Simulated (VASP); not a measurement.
# Ta2AlC2N (Cmmm) in VASP: notebook

Ta2AlC2N is run at these levels: PBE; tasks: single point.

All numbers are computed with VASP 6.6.1; they aren't measurements. Logs are shortened: lines on timing, memory, paths and dates and some standing lists are left out, and cuts for length are marked.

## (1) The cell of the first run

The structure is orthorhombic, space group Cmmm (No. 65). Conventional cell: a = 6.166 Å, b = 7.106 Å, c = 3.202 Å, α = 90.00°, β = 90.00°, γ = 90.00°. Ta (site symmetry 2/m) has 4 C at 2.23 Å and 2 N at 2.35 Å and 4 Al at 2.85 Å within 2.9 Å. Al (site symmetry mmm) has 2 C at 1.95 Å within 2.6 Å. Within 2.6 Å of C (site symmetry m2m) lie 1 Al at 1.95 Å and 4 Ta at 2.23 Å and 2 N at 2.27 Å. Within 3.0 Å of N (site symmetry mmm) lie 4 C at 2.27 Å and 4 Ta at 2.35 Å.

The cell was built from a structure type or drawn by symmetry, and may not be a known phase.

## (2) Single point, PBE

INCAR

```
PREC = Accurate ; ENCUT = 520
EDIFF = 1E-6 ; ISMEAR = 0
SIGMA = 0.1 ; LREAL = False
LASPH = True ; NELM = 60
ALGO = Normal ; ISIF = 2
LWAVE = False ; LCHARG = True
GGA = PE ; LELF = True
LVHAR = True ; NBANDS = 28
```

KPOINTS

```
regular mesh
0
Gamma
  8 8 12
```

POSCAR

```
Ta2AlC2N
1.0
    3.0831967025     -3.5529602054      0.0000000000
    3.0831967025      3.5529602054      0.0000000000
    0.0000000000      0.0000000000      3.2018740530
Ta Al C N
2 1 2 1
Direct
    0.0000000000      0.5000000000      0.5000000000
    0.5000000000      0.0000000000      0.5000000000
    0.5000000000      0.5000000000      0.0000000000
    0.2258681189      0.7741318811      0.0000000000
    0.7741318811      0.2258681189      0.0000000000
    0.0000000000      0.0000000000      0.5000000000
```

Potentials or basis: VASP PAW PBE potentials, release 64 (Ta_pv, Al, C, N).

Run with:

```
$ cat potpaw_PBE.64/Ta_pv/POTCAR potpaw_PBE.64/Al/POTCAR potpaw_PBE.64/C/POTCAR potpaw_PBE.64/N/POTCAR > POTCAR
$ mpirun -np 1 vasp_std > vasp.out
```

OUTCAR:

```text
PREC = Accurate
   ENCUT = 520
   EDIFF = 1E-6
   ISMEAR = 0
   LREAL = False
   LASPH = True
   NELM = 60
   ISIF = 2
   GGA = PE

 ion  position               nearest neighbor table
   1  0.000  0.500  0.500-   4 2.23   5 2.23   4 2.23   5 2.23   6 2.35   6 2.35   3 2.85   3 2.85
                             3 2.85   3 2.85   2 3.08   2 3.08   2 3.55   2 3.55
   2  0.500  0.000  0.500-   4 2.23   5 2.23   4 2.23   5 2.23   6 2.35   6 2.35   3 2.85   3 2.85
                             3 2.85   3 2.85   1 3.08   1 3.08   1 3.55   1 3.55
   3  0.500  0.500  0.000-   4 1.95   5 1.95   1 2.85   2 2.85   1 2.85   2 2.85   2 2.85   2 2.85
                             1 2.85   1 2.85
   4  0.226  0.774  0.000-   3 1.95   2 2.23   1 2.23   1 2.23   2 2.23
   5  0.774  0.226  0.000-   3 1.95   2 2.23   1 2.23   1 2.23   2 2.23
   6  0.000  0.000  0.500-   1 2.35   2 2.35   1 2.35   2 2.35

  LATTYP: Found a base centered orthorhombic cell.
 ALAT       =     6.1663934050
 B/A-ratio  =     1.1523624823
 C/A-ratio  =     0.5192458286

  Lattice vectors:

 A1 = (   3.0831967025,  -3.5529602054,   0.0000000000)
 A2 = (   3.0831967025,   3.5529602054,   0.0000000000)
 A3 = (   0.0000000000,   0.0000000000,   3.2018740530)

Analysis of symmetry for initial positions (statically):
=====================================================================
 Subroutine PRICEL returns:
 Original cell was already a primitive cell.

 Routine SETGRP: Setting up the symmetry group for a
 base centered orthorhombic supercell.

 Subroutine GETGRP returns: Found  8 space group operations
 (whereof  8 operations were pure point group operations)
 out of a pool of  8 trial point group operations.

The static configuration has the point symmetry D_2h.

Analysis of symmetry for dynamics (positions and initial velocities):
=====================================================================
 Subroutine PRICEL returns:
 Original cell was already a primitive cell.

 Routine SETGRP: Setting up the symmetry group for a
 base centered orthorhombic supercell.

 Subroutine GETGRP returns: Found  8 space group operations
 (whereof  8 operations were pure point group operations)
 out of a pool of  8 trial point group operations.

The dynamic configuration has the point symmetry D_2h.

 Subroutine INISYM returns: Found  8 space group operations
 (whereof  8 operations are pure point group operations),
 and found     1 'primitive' translations

----------------------------------------------------------------------------------------

                                     Primitive cell

  volume of cell :      70.1497

  direct lattice vectors                    reciprocal lattice vectors
     3.083196702 -3.552960205  0.000000000     0.162169348 -0.140727723  0.000000000
     3.083196702  3.552960205  0.000000000     0.162169348  0.140727723  0.000000000
     0.000000000  0.000000000  3.201874053     0.000000000  0.000000000  0.312317094

  length of vectors
     4.704213869  4.704213869  3.201874053     0.214716533  0.214716533  0.312317094

  position of ions in fractional coordinates (direct lattice)
     1.000000000  0.500000000  0.500000000
     0.500000000  1.000000000  0.500000000
     0.500000000  0.500000000  0.000000000
     0.225868119  0.774131881  0.000000000
     0.774131881  0.225868119  0.000000000
     0.000000000  0.000000000  0.500000000

  ion indices of the primitive-cell ions
   primitive index   ion index
                 1           1
                 2           2
                 3           3
                 4           4
                 5           5
                 6           6

----------------------------------------------------------------------------------------

 KPOINTS: regular mesh

Automatic generation of k-mesh.
 Grid dimensions read from file:
 generate k-points for:    8    8   12

 Generating k-lattice:

  Cartesian coordinates                     Fractional coordinates (reciprocal lattice)
     0.020271169 -0.017590965  0.000000000     0.125000000 -0.000000000  0.000000000
[... 50 lines left out ...]

 E-fermi :   7.1682     XC(G=0): -12.2024

 val. band max:        7.1667277568   @ k =  -0.3750   0.2500   0.2500
 cond. band min:       7.1705286445   @ k =  -0.2500   0.2500   0.0000
 fundamental gap:      0.0038008877
 Fermi energy:         7.1681509797

 k-point     1 :       0.0000    0.0000    0.0000
  band No.  band energies     occupation
      1     -28.0714      2.00000
      2     -27.7833      2.00000
      3     -27.7357      2.00000
      4     -27.6560      2.00000
      5     -27.6124      2.00000
      6     -27.5881      2.00000
[... 20 lines left out ...]
     27      10.7718      0.00000
     28      11.4118      0.00000

 k-point     2 :       0.1250    0.0000    0.0000
  band No.  band energies     occupation
      1     -28.0551      2.00000
      2     -27.7822      2.00000
      3     -27.7380      2.00000
      4     -27.6534      2.00000
      5     -27.6308      2.00000
      6     -27.5907      2.00000
[... 20 lines left out ...]
     27      10.8783      0.00000
     28      11.3552      0.00000

 k-point     3 :       0.2500    0.0000    0.0000
  band No.  band energies     occupation
      1     -28.0083      2.00000
      2     -27.7792      2.00000
      3     -27.7442      2.00000
      4     -27.6825      2.00000
      5     -27.6460      2.00000
      6     -27.5980      2.00000
[... 20 lines left out ...]
     27      10.8334      0.00000
     28      12.2107      0.00000

 k-point     4 :       0.3750   -0.0000    0.0000
  band No.  band energies     occupation
      1     -27.9372      2.00000
      2     -27.7807      2.00000
      3     -27.7545      2.00000
      4     -27.7500      2.00000
      5     -27.6350      2.00000
      6     -27.6090      2.00000
[... 578 lines left out ...]
     27      10.7819      0.00000
     28      11.4519      0.00000

 k-point    23 :       0.1250    0.0000    0.0833
  band No.  band energies     occupation
      1     -28.0514      2.00000
      2     -27.7802      2.00000
      3     -27.7360      2.00000
      4     -27.6763      2.00000
      5     -27.6280      2.00000
      6     -27.6121      2.00000
[... 20 lines left out ...]
     27      10.9882      0.00000
     28      11.4157      0.00000

 k-point    24 :       0.2500    0.0000    0.0833
  band No.  band energies     occupation
      1     -28.0047      2.00000
      2     -27.7772      2.00000
      3     -27.7422      2.00000
      4     -27.6800      2.00000
      5     -27.6682      2.00000
      6     -27.6196      2.00000
[... 20 lines left out ...]
     27      10.8901      0.00000
     28      12.2647      0.00000

 [... further k-points ...]

------------------------ aborting loop because EDIFF is reached ----------------------------------------

  FORCE on cell =-STRESS in cart. coord.  units (eV):
  Direction    XX          YY          ZZ          XY          YZ          ZX
  --------------------------------------------------------------------------------------
  -------------------------------------------------------------------------------------
  Total        0.2429233      0.0732787      0.1680955      0.0000000      0.0000000      0.0000000
  in kB        5.5482236      1.6736423      3.8392004      0.0000000      0.0000000      0.0000000
  external PRESSURE =       3.6870221 kB  Pullay stress =       0.0000000 kB

 VOLUME and BASIS-vectors are now :
 -----------------------------------------------------------------------------
  energy-cutoff  :      520.00
  volume of cell :       70.15
      direct lattice vectors                 reciprocal lattice vectors
     3.083196702 -3.552960205  0.000000000     0.162169348 -0.140727723  0.000000000
     3.083196702  3.552960205  0.000000000     0.162169348  0.140727723  0.000000000
     0.000000000  0.000000000  3.201874053     0.000000000  0.000000000  0.312317094

 POSITION                                       TOTAL-FORCE (eV/Angst)
 -----------------------------------------------------------------------------------
      1.54160      1.77648      1.60094        -0.000000      0.000000      0.000000
      1.54160     -1.77648      1.60094         0.000000      0.000000      0.000000
      3.08320      0.00000      0.00000        -0.000000      0.000000      0.000000
      3.08320      1.94796      0.00000        -0.000000      0.010061     -0.000000
      3.08320     -1.94796      0.00000        -0.000000     -0.010061      0.000000
      0.00000      0.00000      1.60094        -0.000000      0.000000      0.000000
 -----------------------------------------------------------------------------------
    total drift:                                0.000000      0.000000      0.000000

  FREE ENERGIE OF THE ION-ELECTRON SYSTEM (eV)
  ---------------------------------------------------
  free  energy   TOTEN  =       -51.2633063022 eV

  energy  without entropy=      -51.2514804793  energy(sigma->0) =      -51.25739339
```

It took 89 s on 1 thread of Intel Xeon 6975P-C (Granite Rapids), shared host; peak memory 0.39 GiB.

What came out:

```yaml
Free_energy: -51.2633 eV
Pressure: 0.4 GPa
Largest_force: 0.010 eV/Å
Band_gap_on_the_k_mesh: zero (bands 19 and 20 overlap by 1.15 eV)
```

Forces on the atoms (eV/Å):
```
Ta   0.000  0.000  0.000
Ta   0.000  0.000  0.000
Al   0.000  0.000  0.000
C    0.000  0.010  0.000
C    0.000 -0.010  0.000
N    0.000  0.000  0.000
```

Levels at points of the mesh, in eV from the Fermi level:
```tsv
k point	band 15	band 16	band 17	band 18	band 19	band 20	band 21	band 22	band 23	band 24
(0.00, 0.00, 0.00)	-3.18	-3.00	-0.86	0.05	0.74	1.04	1.13	1.69	1.80	1.84
(0.50, 0.00, 0.00)	-3.65	-2.58	-1.32	-1.14	-0.70	0.55	0.87	1.09	1.94	2.43
(0.50, 0.50, 0.00)	-2.92	-1.67	-1.36	-0.94	-0.38	0.86	1.20	2.10	2.28	2.43
(0.00, 0.00, 0.50)	-3.79	-3.11	-2.77	-2.68	-0.07	0.38	2.33	2.56	3.14	3.40
(0.50, 0.00, 0.50)	-3.77	-3.69	-3.46	-0.47	-0.15	0.44	1.50	2.38	2.64	3.64
(0.50, 0.50, 0.50)	-3.67	-3.30	-1.62	-0.32	-0.29	-0.08	0.81	1.51	3.31	3.73
```

Caveat: spin-orbit coupling is left out, which moves the levels of the heavy elements.

## (3) Single point, PBE, collinear spin

This run uses another cell than the first one, of 11.86 Å³/atom.

INCAR

```
SYSTEM = Ta2AlC2N
ALGO     = Normal         ! electronic algorithm
EDIFF    = 1E-7           ! SCF threshold, eV
ENCUT    = 520            ! plane-wave cutoff, eV
GGA      = PE             ! functional
ISIF     = 2              ! what is computed and relaxed
ISMEAR   = 0              ! smearing method
ISPIN    = 2              ! spin polarisation
LASPH    = .TRUE.         ! aspherical terms in the spheres
LCHARG   = .FALSE.        ! write CHGCAR
LMAXMIX  = 4              ! l up to which the mixer works
LORBIT   = 11             ! projections on sites
LREAL    = .FALSE.        ! projectors in reciprocal space
LWAVE    = .FALSE.        ! write WAVECAR
MAGMOM   = 1 1 0 0 0 0    ! initial moments
NBANDS   = 32             ! bands
NELM     = 150            ! most SCF steps
PREC     = Accurate       ! precision mode
SIGMA    = 0.1            ! smearing width, eV
```

KPOINTS

```
k-points
0
G
  4 4 6
  0 0 0
```

POSCAR

```
Ta2AlC2N
1.0
    3.0351949706     -3.6170515563      0.0000000000
    3.0351949706      3.6170515563      0.0000000000
    0.0000000000      0.0000000000      3.2409483112
Ta Al C N
2 1 2 1
Direct
    0.0000000000      0.5000000000      0.5000000000
    0.5000000000      0.0000000000      0.5000000000
    0.5000000000      0.5000000000      0.0000000000
    0.2335504212      0.7664495788      0.0000000000
    0.7664495788      0.2335504212      0.0000000000
    0.0000000000      0.0000000000      0.5000000000
```

Potentials or basis: VASP PAW PBE potentials, release 64 (Ta_pv, Al, C, N).

Run with:

```
$ cat potpaw_PBE.64/Ta_pv/POTCAR potpaw_PBE.64/Al/POTCAR potpaw_PBE.64/C/POTCAR potpaw_PBE.64/N/POTCAR > POTCAR
$ mpirun -np 1 vasp_std > vasp.out
```

It took 46 s on 1 thread of Intel Xeon 6975P-C (Granite Rapids), shared host; peak memory 0.26 GiB.

It converged, with:

- Free energy: -51.2625 eV
- Pressure: 0.4 GPa
- Largest force: 0.011 eV/Å
- Band gap on the k mesh: zero (filled and empty bands overlap)
- Net moment: 0.00 μB per cell
- Valence electrons inside the program's atomic spheres: Ta 8.84; Al 0.86; C 2.40; N 3.52

Forces on the atoms (eV/Å):
```
Ta   0.000  0.000  0.000
Ta   0.000  0.000  0.000
Al   0.000  0.000  0.000
C    0.000  0.011  0.000
C    0.000 -0.011  0.000
N    0.000  0.000  0.000
```

Stress tensor (GPa, compression positive):
```
0.64 0.00 0.00
0.00 0.15 0.00
0.00 0.00 0.43
```

Levels at points of the mesh, in eV from the Fermi level:
Spin up:
```tsv
k point	band 15	band 16	band 17	band 18	band 19	band 20	band 21	band 22	band 23	band 24
(0.00, 0.00, 0.00)	-3.12	-2.75	-0.77	0.01	0.52	0.73	1.10	1.51	1.95	2.06
(0.50, 0.00, 0.00)	-3.82	-2.68	-1.14	-1.11	-0.88	0.73	0.84	1.00	1.68	2.37
(0.50, 0.50, 0.00)	-3.00	-1.80	-1.01	-1.01	-0.23	0.42	1.20	2.09	2.24	2.35
(0.00, 0.00, 0.50)	-3.80	-2.91	-2.88	-2.59	-0.35	0.06	2.38	2.42	2.92	3.24
(0.50, 0.00, 0.50)	-3.70	-3.68	-3.45	-0.46	0.10	0.31	1.60	1.98	2.64	3.39
(0.50, 0.50, 0.50)	-3.73	-3.55	-1.69	-0.31	-0.03	0.01	0.78	1.20	2.88	3.62
```
Spin down:
```
           k point  band 16  band 17  band 18  band 19  band 20  band 21  band 22  band 23
(0.00, 0.00, 0.00)    -2.75    -0.77     0.01     0.52     0.73     1.10     1.51     1.95
(0.50, 0.00, 0.00)    -2.68    -1.14    -1.11    -0.88     0.73     0.84     1.00     1.68
(0.50, 0.50, 0.00)    -1.80    -1.01    -1.01    -0.23     0.42     1.20     2.09     2.24
(0.00, 0.00, 0.50)    -2.91    -2.88    -2.59    -0.35     0.06     2.38     2.42     2.92
(0.50, 0.00, 0.50)    -3.68    -3.45    -0.46     0.10     0.31     1.60     1.98     2.64
(0.50, 0.50, 0.50)    -3.55    -1.69    -0.31    -0.03     0.01     0.78     1.20     2.88
```

Caveat: spin-orbit coupling is left out, which moves the levels of the heavy elements.

## (4) Single point, PBE, collinear spin

This run uses another cell than the first one, of 13.32 Å³/atom.

INCAR

```
PREC     = Accurate       # precision mode
ENCUT    = 520            # plane-wave cutoff, eV
EDIFF    = 1E-6           # SCF threshold, eV
ISMEAR   = 0              # smearing method
SIGMA    = 0.1            # smearing width, eV
LREAL    = F              # projectors in reciprocal space
LASPH    = T              # aspherical terms in the spheres
NELM     = 150            # most SCF steps
ALGO     = Normal         # electronic algorithm
ISIF     = 2              # what is computed and relaxed
LWAVE    = F              # write WAVECAR
LCHARG   = F              # write CHGCAR
ISPIN    = 2              # spin polarisation
MAGMOM   = 1 1 0 0 0 0    # initial moments
LORBIT   = 11             # projections on sites
LMAXMIX  = 4              # l up to which the mixer works
GGA      = PE             # functional
NBANDS   = 32             # bands
```

KPOINTS

```
Automatic mesh
0
Gamma
  4 4 6
```

POSCAR

```
Ta2AlC2N
1.0
    2.7300185000     -4.7267424200      0.0000000000
    2.7300185000      4.7267424200      0.0000000000
    0.0000000000      0.0000000000      3.0973289500
Ta Al C N
2 1 2 1
Direct
    0.0000000000      0.5000000000      0.5000000000
    0.5000000000      0.0000000000      0.5000000000
    0.5000000000      0.5000000000      0.0000000000
    0.1669560000      0.8330440000      0.0000000000
    0.8330440000      0.1669560000      0.0000000000
    0.0000000000      0.0000000000      0.5000000000
```

Run with:

```
$ cat potpaw_PBE.64/Ta_pv/POTCAR potpaw_PBE.64/Al/POTCAR potpaw_PBE.64/C/POTCAR potpaw_PBE.64/N/POTCAR > POTCAR
$ mpirun -np 1 vasp_std > vasp.out
```

It took 67 s on 1 thread of Intel Xeon 6975P-C (Granite Rapids), shared host; peak memory 0.3 GiB.

Results (log left out):

| Quantity | Value |
| --- | --- |
| Free energy | -48.0810 eV |
| Pressure | -5.4 GPa |
| Largest force | 0.461 eV/Å |
| Band gap on the k mesh | zero (filled and empty bands overlap) |
| Net moment | 0.00 μB per cell |
| Valence electrons inside the program's atomic spheres | Ta 8.92; Al 0.70; C 2.31; N 3.38 |

Forces in eV/Å, atoms in the order of the input:
```
Ta   0.000  0.000  0.000
Ta   0.000  0.000  0.000
Al   0.000  0.000  0.000
C    0.000 -0.461  0.000
C    0.000  0.461  0.000
N    0.000  0.000  0.000
```

Stress tensor (GPa, compression positive):
```
  5.84   0.00   0.00
  0.00 -15.20   0.00
  0.00   0.00  -6.79
```

Levels at points of the mesh, in eV from the Fermi level:
Spin up:
| k point | band 16 | band 17 | band 18 | band 19 | band 20 | band 21 | band 22 | band 23 |
| --- | --- | --- | --- | --- | --- | --- | --- | --- |
| (0.00, 0.00, 0.00) | -2.45 | -2.27 | -0.35 | 0.52 | 0.63 | 1.02 | 1.97 | 1.98 |
| (0.50, 0.00, 0.00) | -2.66 | -1.60 | -1.18 | -0.02 | 0.12 | 0.54 | 1.64 | 1.96 |
| (0.50, 0.50, 0.00) | -2.91 | -0.88 | -0.70 | -0.23 | 0.03 | 1.36 | 1.41 | 2.21 |
| (0.00, 0.00, 0.50) | -2.26 | -2.15 | -2.08 | -0.51 | 0.32 | 1.41 | 1.85 | 1.95 |
| (0.50, 0.00, 0.50) | -2.56 | -1.33 | -0.67 | -0.42 | -0.20 | 0.22 | 0.94 | 2.59 |
| (0.50, 0.50, 0.50) | -2.35 | -1.87 | -1.48 | -0.89 | -0.79 | 0.84 | 1.73 | 2.48 |
Spin down:
```
           k point  band 15  band 16  band 17  band 18  band 19  band 20  band 21  band 22  band 23  band 24
(0.00, 0.00, 0.00)    -3.26    -2.45    -2.27    -0.35     0.52     0.63     1.02     1.97     1.98     2.06
(0.50, 0.00, 0.00)    -2.98    -2.66    -1.60    -1.18    -0.02     0.12     0.54     1.64     1.96     2.01
(0.50, 0.50, 0.00)    -3.41    -2.91    -0.88    -0.70    -0.23     0.03     1.36     1.41     2.21     2.35
(0.00, 0.00, 0.50)    -4.01    -2.26    -2.15    -2.08    -0.51     0.32     1.41     1.85     1.95     3.35
(0.50, 0.00, 0.50)    -3.57    -2.56    -1.33    -0.67    -0.42    -0.20     0.22     0.94     2.59     2.93
(0.50, 0.50, 0.50)    -2.70    -2.35    -1.87    -1.48    -0.89    -0.79     0.84     1.73     2.48     2.64
```

Caveat: the cell stands under tension; spin-orbit coupling is left out, which moves the levels of the heavy elements.

## (5) The runs side by side

| spin | cell | k mesh | gap on the mesh (eV) | pressure (GPa) | moment (μB) | largest force (eV/Å) |
| --- | --- | --- | --- | --- | --- | --- |
| off | a = 4.704, b = 4.704, c = 3.202 Å, angles 90.0, 90.0, 98.1°, 6 atoms, atomic positions A | 8 × 8 × 12 | none | 0.4 | - | 0.01 |
| collinear | a = 4.722, b = 4.722, c = 3.241 Å, angles 90.0, 90.0, 100.0°, 6 atoms, atomic positions B | 4 × 4 × 6 | none | 0.4 | 0.00 | 0.01 |
| collinear | a = 5.458, b = 5.458, c = 3.097 Å, angles 90.0, 90.0, 120.0°, 6 atoms, atomic positions C | 4 × 4 × 6 | none | -5.4 | 0.00 | 0.46 |

Alike in all rows: task single point; level PBE; potentials or basis VASP PAW PBE potentials, release 64 (Ta_pv, Al, C, N); cutoff (eV) 520; smearing gaussian 0.1 eV.

Caveats: spin-orbit coupling is left out, which moves the levels of the heavy elements; the cell stands under tension (at least some runs).

Absolute energies hang on the potentials; compare differences alone.
